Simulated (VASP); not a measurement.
# B17N16 (a cell with a defect) in VASP: a series of runs, part 2 of 2

VASP 6.6.1.

**3. Single point, PBE+D3(BJ) (with an interstitial atom, then relaxed in part)**

File INCAR:

```
SYSTEM = B17N16
  PREC = Accurate
  ENCUT = 520
  EDIFF = 1E-6
  ISMEAR = 0
  SIGMA = 0.01
  LREAL = Auto
  LASPH = .True.
  NELM = 60
  ALGO = Normal
  ISIF = 2
  LWAVE = .False.
  LCHARG = .False.
  GGA = PE
  IVDW = 12
  NBANDS = 88
  NELECT = 128.0
```

File KPOINTS:

```
Automatic mesh
0
Gamma
  2 2 2
  0.5 0.5 0.5
```

File POSCAR:

```
B17N16
1.0
   -5.0122276282      2.8938109704      3.2948837601
    0.0000000000     -5.7876219408      3.2948837600
    5.0122276282      2.8938109704      3.2948837601
B N
17 16
Direct
    0.2437939304      0.7525779478      1.0027545087
    0.5016908143      0.5156047628      1.0143231022
    0.7692792569      0.2663068381      1.0245669550
    0.9954555789      0.7475881196      0.2501911306
    1.0020220961      1.0058833728      1.0104145129
    0.2553577142      0.5156007427      0.2606481483
    0.4665742069      0.2081750720      0.2255343633
    0.7337759967      0.7494966706      0.4927338378
    0.7421194972      0.9918415335      0.2461692332
    0.9921137713      0.4836102291      0.4895676121
    0.2656148441      0.2663261228      0.5282533521
    0.4912399081      0.7475977073      0.7544272859
    0.4872251044      0.9918594934      0.5010988882
    0.7306046643      0.4836056207      0.7510819844
    1.0043591763      0.2566622822      0.7633233192
    0.2514672427      1.0058993910      0.7609989797
    0.6073033760      0.4366676450      0.3662745408
    0.5547955196      0.0550963509      0.3137585481
    0.8255208029      0.8276665094      0.3333591184
    0.0786995396      0.5791372499      0.3350221554
    0.3387090292      0.0920420306      0.5960451875
    0.3710795802      0.3605762417      0.3629475302
    0.5744152246      0.8276789683      0.5844963872
    0.7766761168      0.5288730328      0.5356324219
    0.0917443440      0.0958945293      0.8507077003
    0.0875576237      0.3405146938      0.5942304265
    0.3283989579      0.8334953130      0.8370623541
    0.5760611806      0.5791356693      0.8376600149
    0.8370591661      0.0920150325      0.0976465259
    0.8352540355      0.3404984932      0.8465136104
    0.0780866937      0.8334810020      0.0873455603
    0.3344000734      0.5916876940      0.0933598140
    0.6039837478      0.3605718371      0.1300445447
```

Potentials or basis: VASP PAW PBE potentials, release 64 (B, N).

Run with:

```bash
$ cat potpaw_PBE.64/B/POTCAR potpaw_PBE.64/N/POTCAR > POTCAR
$ mpirun -np 1 vasp_std > vasp.out
```

It took 78 s on 1 thread of Intel Xeon 6975P-C (Granite Rapids), shared host; peak memory 0.36 GiB.

It converged, with:

```
Free energy                : -300.8994 eV
Largest force              : 0.041 eV/Å
Dispersion energy per atom : -0.147 eV
```

Forces on the atoms (eV/Å):
```
B    0.001  0.003  0.000
B   -0.004 -0.001  0.002
B   -0.001 -0.003  0.000
B    0.000  0.001  0.002
B    0.001 -0.001  0.001
B    0.004  0.000  0.002
B    0.001  0.013 -0.021
B    0.000 -0.001  0.007
B    0.000  0.000  0.001
B    0.006  0.001  0.001
B    0.001 -0.001  0.000
B   -0.002  0.000  0.002
B   -0.001  0.001  0.001
B   -0.007  0.000  0.001
B    0.000 -0.006  0.000
B   -0.002 -0.001  0.001
B   -0.001  0.002  0.006
N    0.001  0.002 -0.005
N    0.004  0.007 -0.002
N    0.000  0.004 -0.002
N   -0.001 -0.002 -0.002
N    0.037 -0.014 -0.003
N   -0.004  0.006 -0.003
N    0.002  0.008  0.015
N    0.000  0.003  0.002
N   -0.002 -0.003 -0.002
N    0.001 -0.001  0.000
N    0.001  0.004 -0.002
N    0.001 -0.001 -0.001
N    0.001 -0.003 -0.002
N   -0.002  0.000  0.000
N    0.001 -0.001  0.002
N   -0.038 -0.014 -0.003
```

Levels at points of the mesh, in eV from the Fermi level:
| k point | band 61 | band 62 | band 63 | band 64 | band 65 | band 66 | band 67 | band 68 |
| --- | --- | --- | --- | --- | --- | --- | --- | --- |
| (0.25, 0.25, 0.25) | -0.88 | -0.83 | -0.63 | -0.61 | 2.25 | 3.89 | 4.31 | 4.57 |

Caveat: the cell carries a net charge on a neutralising background, which shifts energy and pressure; the cell differs from its parent crystal (with an interstitial atom, then relaxed in part); the cell is charged against a uniform background, so pressure and absolute levels hang on convention.
